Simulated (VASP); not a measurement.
# Tc3Sn (P-6m2) in VASP: notebook

Tc3Sn is run at these levels: PBE; tasks: single point.

Program: VASP 6.6.1. These are calculated values, not measurements. Logs are shortened: lines on timing, memory, paths and dates and some standing lists are left out, and cuts for length are marked.

## Step 1: The cell of the first run

The structure is hexagonal, space group P-6m2 (No. 187). Conventional cell: a = 2.942 Å, b = 2.942 Å, c = 8.633 Å, α = 90.00°, β = 90.00°, γ = 120.00°. Within 3.5 Å of Tc (site symmetry -6m2) lie 12 Tc at 2.67 to 2.94 Å. Within 3.5 Å of Tc (site symmetry 3m) lie 9 Tc at 2.67 to 2.94 Å and 3 Sn at 2.83 Å. Sn (site symmetry -6m2) has 6 Tc at 2.83 Å and 6 Sn at 2.94 Å within 3.7 Å.

## Step 2: Single point, PBE

INCAR

```
SYSTEM = Tc3Sn
ALGO = Normal
EDIFF = 1E-6
ENCUT = 500
GGA = PE
GGA_COMPAT = .FALSE.
ISIF = 2
ISMEAR = -1
LASPH = .TRUE.
LCHARG = .TRUE.
LELF = .TRUE.
LREAL = .FALSE.
LVHAR = .TRUE.
LWAVE = .FALSE.
NBANDS = 34
NELM = 120
PREC = Accurate
SIGMA = 0.05
```

KPOINTS

```
k-points
0
G
  5 5 2
  0 0 0
```

POSCAR

```
Tc3Sn
1.0
    2.9415870000      0.0000000000      0.0000000000
   -1.4707935000      2.5474890694      0.0000000000
    0.0000000000      0.0000000000      8.6334470000
Tc Sn
3 1
Direct
    0.0000000000      0.0000000000      0.5000000000
    0.3333333333      0.6666666667      0.2617820000
    0.3333333333      0.6666666667      0.7382180000
    0.0000000000      0.0000000000      0.0000000000
```

Potentials or basis: VASP PAW PBE potentials, release 64 (Tc_pv, Sn_d).

Command:

```bash
$ cat potpaw_PBE.64/Tc_pv/POTCAR potpaw_PBE.64/Sn_d/POTCAR > POTCAR
$ mpirun -np 1 vasp_std > vasp.out
```

OUTCAR:

```text
SYSTEM = Tc3Sn
   EDIFF = 1E-6
   ENCUT = 500
   GGA = PE
   ISIF = 2
   ISMEAR = -1
   LASPH = .TRUE.
   LREAL = .FALSE.
   NELM = 120
   PREC = Accurate

 ion  position               nearest neighbor table
   1  0.000  0.000  0.500-   2 2.67   3 2.67   2 2.67   3 2.67   2 2.67   3 2.67
   2  0.333  0.667  0.262-   1 2.67   1 2.67   1 2.67   4 2.83   4 2.83   4 2.83
   3  0.333  0.667  0.738-   1 2.67   1 2.67   1 2.67   4 2.83   4 2.83   4 2.83
   4  0.000  0.000  0.000-   2 2.83   3 2.83   2 2.83   3 2.83   2 2.83   3 2.83

  LATTYP: Found a hexagonal cell.
 ALAT       =     2.9415870000
 C/A-ratio  =     2.9349623180

  Lattice vectors:

 A1 = (   2.9415870000,   0.0000000000,   0.0000000000)
 A2 = (  -1.4707935000,   2.5474890694,   0.0000000000)
 A3 = (   0.0000000000,   0.0000000000,   8.6334470000)

Analysis of symmetry for initial positions (statically):
=====================================================================
 Subroutine PRICEL returns:
 Original cell was already a primitive cell.

 Routine SETGRP: Setting up the symmetry group for a
 hexagonal supercell.

 Subroutine GETGRP returns: Found 12 space group operations
 (whereof 12 operations were pure point group operations)
 out of a pool of 24 trial point group operations.

The static configuration has the point symmetry D_3h.

Analysis of symmetry for dynamics (positions and initial velocities):
=====================================================================
 Subroutine PRICEL returns:
 Original cell was already a primitive cell.

 Routine SETGRP: Setting up the symmetry group for a
 hexagonal supercell.

 Subroutine GETGRP returns: Found 12 space group operations
 (whereof 12 operations were pure point group operations)
 out of a pool of 24 trial point group operations.

The dynamic configuration has the point symmetry D_3h.

 Subroutine INISYM returns: Found 12 space group operations
 (whereof 12 operations are pure point group operations),
 and found     1 'primitive' translations

----------------------------------------------------------------------------------------

                                     Primitive cell

  volume of cell :      64.6961

  direct lattice vectors                    reciprocal lattice vectors
[... 71 lines left out ...]
   LNONCOLLINEAR =      F non collinear calculations
   LSORBIT =      F    spin-orbit coupling
   LASPH  =      T    aspherical Exc in radial PAW
   ENCUT  =  500.0 eV  36.75 Ry    6.06 a.u.   5.36  5.36 15.74*2*pi/ulx,y,z
   NELM   =    120;   NELMIN=  2; NELMDL= -5     # of ELM steps
   EDIFF  = 0.1E-05   stopping-criterion for ELM
   LREAL  =      F    real-space projection
   EDIFFG = 0.1E-04   stopping-criterion for IOM
   NSW    =      0    number of steps for IOM
   IBRION =     -1    ionic relax: 0-MD 1-quasi-New 2-CG
   NFREE  =      0    steps in history (QN), initial steepest desc. (CG)
   ISIF   =      2    stress and relaxation
   ISYM   =      2    0-nonsym 1-usesym 2-fastsym
   POTIM  = 0.5000    time-step for ionic-motion
   TEBEG  =    0.0;   TEEND  =   0.0 temperature during run
   PSTRESS=    0.0 pullay stress
   NELECT =      53.0000    total number of electrons
   NUPDOWN=      -1.0000    fix difference up-down
   EMIN   =  10.00;   EMAX   =-10.00  energy-range for DOS
   EFERMI =   0.00;   METHOD = LEGACY
   ISMEAR =    -1;   SIGMA  =   0.05  broadening in eV -4-tet -1-fermi 0-gaus
   EFERMI_NEDOS =   21; number of points for ismear=-14 and -15
   IALGO  =     38    algorithm
   IMIX   =      4    mixing-type and parameters
     AMIX     =   0.40;   BMIX     =  1.00
     AMIX_MAG =   1.60;   BMIX_MAG =  1.00
  volume/ion in A,a.u.               =      16.17       109.15
  Fermi-wavevector in a.u.,A,eV,Ry     =   1.531819  2.894718 31.925643  2.346469
  Thomas-Fermi vector in A             =   2.639111
   LORBIT       =      0    0 simple, 1 ext, 2 COOP (PROOUT), +10 PAW based schemes
   GGA     = PE    functional components
   LHFCALC =     F    Hartree Fock is set to
   AEXX    =    0.0000 exact exchange contribution
   IVDW    =     0    specifies the selected vdW correction
   LEPSILON=     F    determine dielectric tensor
   LRPA    =     F    only Hartree local field effects (RPA)
 non-spin polarized calculation
  energy-cutoff  :      500.00
  volume of cell :       64.70
 maximum number of plane-waves:      1664
 NGX is ok and might be reduce to    24
   NGX = 11   NGY = 11   NGZ = 31

 number of electron      53.0000001 magnetization

 Free energy of the ion-electron system (eV)
  ---------------------------------------------------
  ext. energy  EPLUGINS =         0.00000000
  ---------------------------------------------------
  free energy    TOTEN  =       -34.06756542 eV

  energy without entropy =      -34.02778610  energy(sigma->0) =      -34.04767576

 E-fermi :  12.0684     XC(G=0): -13.0522

 val. band max:       12.0515486335   @ k =   0.4000   0.2000   0.5000
 cond. band min:      12.0826440697   @ k =   0.2000  -0.0000   0.0000
 fundamental gap:      0.0310954362
 Fermi energy:        12.0683874062

 k-point     1 :       0.0000    0.0000    0.0000
  band No.  band energies     occupation
      1     -27.1560      2.00000
      2     -26.5920      2.00000
      3     -26.5802      2.00000
      4     -26.5802      2.00000
      5     -26.2867      2.00000
      6     -26.2867      2.00000
[... 359 lines left out ...]
     33      15.9628      0.00000
     34      17.7127      0.00000

------------------------ aborting loop because EDIFF is reached ----------------------------------------

  FORCE on cell =-STRESS in cart. coord.  units (eV):
  Direction    XX          YY          ZZ          XY          YZ          ZX
  --------------------------------------------------------------------------------------
  -------------------------------------------------------------------------------------
  Total       -0.6184185     -0.6184185     -1.5378581      0.0000000      0.0000000      0.0000000
  in kB      -15.3149227    -15.3149227    -38.0845290      0.0000000      0.0000000      0.0000000
  external PRESSURE =     -22.9047914 kB  Pullay stress =       0.0000000 kB

 VOLUME and BASIS-vectors are now :
 -----------------------------------------------------------------------------
  energy-cutoff  :      500.00
  volume of cell :       64.70
      direct lattice vectors                 reciprocal lattice vectors
     2.941587000  0.000000000  0.000000000     0.339952549  0.196271696  0.000000000
    -1.470793500  2.547489069  0.000000000     0.000000000  0.392543392  0.000000000
     0.000000000  0.000000000  8.633447000     0.000000000  0.000000000  0.115828591

 POSITION                                       TOTAL-FORCE (eV/Angst)
 -----------------------------------------------------------------------------------
      0.00000      0.00000      4.31672         0.000000      0.000000      0.000000
     -0.00000      1.69833      2.26008        -0.000000      0.000000      0.295997
     -0.00000      1.69833      6.37337        -0.000000     -0.000000     -0.295997
      0.00000      0.00000      0.00000         0.000000      0.000000      0.000000
 -----------------------------------------------------------------------------------
    total drift:                                0.000000     -0.000000     -0.000000

  FREE ENERGIE OF THE ION-ELECTRON SYSTEM (eV)
  ---------------------------------------------------
  free  energy   TOTEN  =       -34.0675654235 eV

  energy  without entropy=      -34.0277861008  energy(sigma->0) =      -34.04767576
```

OSZICAR:

```text
N       E                     dE             d eps       ncg     rms          rms(c)
DAV:   1     0.744627739809E+03    0.74463E+03   -0.27879E+04   704   0.210E+03
DAV:   2     0.210840499113E+02   -0.72354E+03   -0.70771E+03   728   0.585E+02
DAV:   3    -0.339276528477E+02   -0.55012E+02   -0.53087E+02   754   0.160E+02
DAV:   4    -0.361709631546E+02   -0.22433E+01   -0.21791E+01   772   0.319E+01
DAV:   5    -0.362303133219E+02   -0.59350E-01   -0.59196E-01   902   0.531E+00    0.252E+01
DAV:   6    -0.343573884369E+02    0.18729E+01   -0.49820E+00   696   0.150E+01    0.771E+00
DAV:   7    -0.348621173606E+02   -0.50473E+00   -0.45946E+00   746   0.166E+01    0.787E+00
DAV:   8    -0.340773643635E+02    0.78475E+00   -0.21592E+00   740   0.849E+00    0.161E+00
DAV:   9    -0.340705634810E+02    0.68009E-02   -0.79590E-02   734   0.166E+00    0.520E-01
DAV:  10    -0.340676585226E+02    0.29050E-02   -0.40431E-03   808   0.452E-01    0.136E-01
DAV:  11    -0.340675651590E+02    0.93364E-04   -0.51216E-04   708   0.173E-01    0.498E-02
DAV:  12    -0.340675655300E+02   -0.37102E-06   -0.53652E-05   880   0.616E-02    0.189E-02
DAV:  13    -0.340675654235E+02    0.10648E-06   -0.74337E-06   788   0.225E-02
   1 F= -.34067565E+02 E0= -.34047676E+02  d E =-.397793E-01
```

It took 13 s on 1 thread of Intel Xeon 6975P-C (Granite Rapids), shared host; peak memory 0.18 GiB.

Results:

| Item | Value |
| --- | --- |
| Free energy | -34.0676 eV |
| Pressure | -2.3 GPa |
| Largest force | 0.296 eV/Å |
| Band gap on the k mesh | zero (an odd number of electrons rules out a gap without spin polarisation) |

Forces in eV/Å, atoms in the order of the input:
```
Tc   0.000  0.000  0.000
Tc   0.000  0.000  0.296
Tc   0.000  0.000 -0.296
Sn   0.000  0.000  0.000
```

Levels at points of the mesh, in eV from the Fermi level:
```
           k point  band 23  band 24  band 25  band 26  band 27  band 28  band 29  band 30
(0.00, 0.00, 0.00)    -1.80    -1.01    -1.01    -0.51    -0.06    -0.06     1.02     1.24
(0.00, 0.00, 0.50)    -1.81    -0.98    -0.98    -0.49    -0.16    -0.16     0.14     1.32
```

Caveat: the k points lie up to 0.49 Å⁻¹ apart, too coarse for converged energies and pressures of a metal; spin-orbit coupling is left out, which moves the levels of the heavy elements.

## Step 3: Single point, PBE

INCAR

```
SYSTEM = Tc3Sn
PREC = Accurate
ENCUT = 500
EDIFF = 1E-6
ISMEAR = -1
SIGMA = 0.05
LREAL = .FALSE.
LASPH = .TRUE.
NELM = 120
ALGO = Normal
ISIF = 2
LWAVE = .FALSE.
LCHARG = .FALSE.
GGA = PE
NBANDS = 34
GGA_COMPAT = .FALSE.
```

KPOINTS

```
regular mesh
0
G
  7 7 2
  0 0 0
```

POSCAR is that of step 2.

Potentials or basis: VASP PAW PBE potentials, release 64 (Tc_pv, Sn_d).

Command:

```bash
$ cat potpaw_PBE.64/Tc_pv/POTCAR potpaw_PBE.64/Sn_d/POTCAR > POTCAR
$ mpirun -np 1 vasp_std > vasp.out
```

Run time: 17 s. Hardware: 1 thread of Intel Xeon 6975P-C (Granite Rapids), shared host; peak memory 0.19 GiB.

Results (log left out):

- Free energy: -34.0336 eV
- Pressure: -2.2 GPa
- Largest force: 0.108 eV/Å
- Band gap on the k mesh: zero (an odd number of electrons rules out a gap without spin polarisation)

Forces in eV/Å, atoms in the order of the input:
```
Tc   0.000  0.000  0.000
Tc   0.000  0.000  0.108
Tc   0.000  0.000 -0.108
Sn   0.000  0.000  0.000
```

Stress tensor (GPa, compression positive):
```
-2.70  0.00  0.00
 0.00 -2.70  0.00
 0.00  0.00 -1.26
```

Levels at points of the mesh, in eV from the Fermi level:
| k point | band 24 | band 25 | band 26 | band 27 | band 28 | band 29 |
| --- | --- | --- | --- | --- | --- | --- |
| (0.00, 0.00, 0.00) | -1.22 | -1.22 | -0.63 | -0.23 | -0.23 | 0.91 |
| (0.00, 0.00, 0.50) | -1.19 | -1.19 | -0.60 | -0.33 | -0.33 | 0.02 |

Caveat: the k points lie up to 0.36 Å⁻¹ apart, too coarse for converged energies and pressures of a metal; spin-orbit coupling is left out, which moves the levels of the heavy elements.

## Step 4: Single point, PBE

INCAR

```
SYSTEM = Tc3Sn
PREC     = Accurate       ! precision mode
ENCUT    = 500            ! plane-wave cutoff, eV
EDIFF    = 1E-6           ! SCF threshold, eV
ISMEAR   = -1             ! smearing method
SIGMA    = 0.05           ! smearing width, eV
LREAL    = .False.        ! projectors in reciprocal space
LASPH    = .True.         ! aspherical terms in the spheres
NELM     = 120            ! most SCF steps
ALGO     = Normal         ! electronic algorithm
ISIF     = 2              ! what is computed and relaxed
LWAVE    = .False.        ! write WAVECAR
LCHARG   = .False.        ! write CHGCAR
GGA      = PE             ! functional
NBANDS   = 34             ! bands
GGA_COMPAT= .False.
```

KPOINTS

```
regular mesh
0
Gamma
  9 9 3
  0 0 0
```

POSCAR is that of step 3.

Command:

```bash
$ cat potpaw_PBE.64/Tc_pv/POTCAR potpaw_PBE.64/Sn_d/POTCAR > POTCAR
$ mpirun -np 1 vasp_std > vasp.out
```

Run time: 25 s. Hardware: 1 thread of Intel Xeon 6975P-C (Granite Rapids), shared host; peak memory 0.2 GiB.

It converged, with:

- Free energy: -34.0142 eV
- Pressure: -2.1 GPa
- Largest force: 0.110 eV/Å
- Band gap on the k mesh: zero (an odd number of electrons rules out a gap without spin polarisation)

Forces on the atoms (eV/Å):
```
Tc   0.000  0.000  0.000
Tc   0.000  0.000  0.110
Tc   0.000  0.000 -0.110
Sn   0.000  0.000  0.000
```

Stress tensor (GPa, compression positive):
```
-1.90  0.00  0.00
 0.00 -1.90  0.00
 0.00  0.00 -2.60
```

Levels at points of the mesh, in eV from the Fermi level:
```
           k point  band 24  band 25  band 26  band 27  band 28  band 29
(0.00, 0.00, 0.00)    -1.08    -1.08    -0.52    -0.11    -0.11     1.00
```

Caveat: spin-orbit coupling is left out, which moves the levels of the heavy elements.

## Step 5: Single point, PBE

INCAR

```
PREC = Accurate
ENCUT = 500
EDIFF = 1E-6
ISMEAR = -1
SIGMA = 0.05
LREAL = F
LASPH = T
NELM = 120
ALGO = Normal
ISIF = 2
LWAVE = F
LCHARG = F
GGA = PE
NBANDS = 34
GGA_COMPAT = F
```

KPOINTS

```
regular mesh
0
Gamma
  11 11 4
```

POSCAR is that of step 4.

Command:

```bash
$ cat potpaw_PBE.64/Tc_pv/POTCAR potpaw_PBE.64/Sn_d/POTCAR > POTCAR
$ mpirun -np 1 vasp_std > vasp.out
```

Run time: 47 s. Hardware: 1 thread of Intel Xeon 6975P-C (Granite Rapids), shared host; peak memory 0.23 GiB.

It converged, with:

* Free energy: -34.0214 eV
* Pressure: -2.2 GPa
* Largest force: 0.069 eV/Å
* Band gap on the k mesh: zero (an odd number of electrons rules out a gap without spin polarisation)

Forces in eV/Å, atoms in the order of the input:
```
Tc   0.000  0.000  0.000
Tc   0.000  0.000  0.069
Tc   0.000  0.000 -0.069
Sn   0.000  0.000  0.000
```

Stress tensor (GPa, compression positive):
```
-2.44  0.00  0.00
 0.00 -2.44  0.00
 0.00  0.00 -1.82
```

Levels at points of the mesh, in eV from the Fermi level:
```tsv
k point	band 24	band 25	band 26	band 27	band 28	band 29
(0.00, 0.00, 0.00)	-1.17	-1.17	-0.59	-0.19	-0.19	0.93
(0.00, 0.00, 0.50)	-1.15	-1.15	-0.56	-0.29	-0.29	0.05
```

Caveat: spin-orbit coupling is left out, which moves the levels of the heavy elements.

## Step 6: Summary

| k mesh | gap on the mesh (eV) | pressure (GPa) | largest force (eV/Å) |
| --- | --- | --- | --- |
| 5 × 5 × 2 | none | -2.3 | 0.30 |
| 7 × 7 × 2 | none | -2.2 | 0.11 |
| 9 × 9 × 3 | none | -2.1 | 0.11 |
| 11 × 11 × 4 | none | -2.2 | 0.07 |

Alike in all rows: task single point; level PBE; potentials or basis VASP PAW PBE potentials, release 64 (Tc_pv, Sn_d); no spin polarisation; cell as given; cutoff (eV) 500; smearing fermi-dirac 0.05 eV.

Caveats: some runs use coarse meshes; spin-orbit coupling is left out, which moves the levels of the heavy elements.

Total energies depend on the potentials used, so only differences within one code and one set of settings carry meaning.
